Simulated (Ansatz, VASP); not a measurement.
## Two plane-wave programs on CdTe4

```xyz
5
Lattice="5.5171 0.0000 0.0000 0.0000 5.5171 0.0000 0.0000 0.0000 5.5171" Properties=species:S:1:pos:R:3 pbc="T T T"
Cd    0.0000    0.0000    0.0000
Te    1.6431    1.6431    1.6431
Te    3.8740    3.8740    1.6431
Te    1.6431    3.8740    3.8740
Te    3.8740    1.6431    3.8740
```

Change from the starting cell: species swapped into the SnI4 type (P-43m, No. 215).

Alike in both runs: functional PBE; k mesh 8 × 8 × 8; occupations gaussian, width 0.1 eV; no spin polarisation.

Ansatz relaxed the structure, and its values are those at the end. VASP's run is a single point on that final structure, the one shown.

|  | VASP | Ansatz |
| --- | --- | --- |
| version | VASP 6.6.1 | Ansatz 0.2.0 |
| potentials or method | VASP PAW PBE potentials, release 64 (Cd, Te), cutoff 520 eV | scalar-relativistic, plane waves, PAW |
| valence electrons in the cell | 36 | 84 |

```csv
,VASP,Ansatz,Ansatz less VASP
gap on the k mesh at the Fermi level (eV),none,none,-
pressure (GPa),0.0,0.0,-0.01
rms of the force components (eV/Å),0.011,0.003,-0.0078
```

A gap of «none» marks a metal or a gap that the smearing closes. With one functional, cell and mesh, what is left measures potentials, basis and numerics. VASP's potentials hold 36 valence electrons a cell and Ansatz's 84, so a difference there can come from the potentials and not from the codes.

Neither program's run includes spin-orbit coupling.
